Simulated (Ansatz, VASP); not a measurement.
# Two plane-wave programs on Li3SiS6

```
Li Si S
1.0
     0.00000    4.61598    4.61598
     4.61598    0.00000    4.61598
     4.61598    4.61598    0.00000
Li Si S
3 1 6
Cartesian
  2.3080 2.3080 2.3080
  6.9240 6.9240 6.9240
  4.6160 4.6160 4.6160
  0.0000 0.0000 0.0000
  2.2107 4.6160 4.6160
  7.0212 4.6160 4.6160
  4.6160 2.2107 4.6160
  4.6160 7.0212 4.6160
  4.6160 4.6160 2.2107
  4.6160 4.6160 7.0212
```

Change from the starting cell: species swapped into the K3HoF6 type (Fm-3m, No. 225).

Alike in both runs: task relaxation of cell and atoms; functional PBE; k mesh 8 × 8 × 8; occupations gaussian, width 0.1 eV; no spin polarisation.

|  | VASP | Ansatz |
| --- | --- | --- |
| version | VASP 6.6.1 | Ansatz 0.2.0 |
| potentials or method | VASP PAW PBE potentials, release 64 (Li_sv, Si, S), cutoff 600 eV | scalar-relativistic, plane waves, PAW |
| valence electrons in the cell | 49 | 49 |

Ansatz gave:

| Property | Result |
| --- | --- |
| gap on the k mesh at the Fermi level, each at its own relaxed structure (eV) | none |
| relaxed volume (Å³/atom) | 19.83 |
| relaxed length of the cell vector where the two differ most in proportion (Å) | 6.545 |

Q: Estimate VASP's values.

A: gap on the k mesh at the Fermi level, each at its own relaxed structure (eV): none; relaxed volume (Å³/atom): 19.76; relaxed length of the cell vector where the two differ most in proportion (Å): 6.538.

A gap of «none» marks a metal or a gap that the smearing closes.

Noted on VASP's run: the cutoff is under 1.25 times that of the potentials, so the pressure is a little rough.
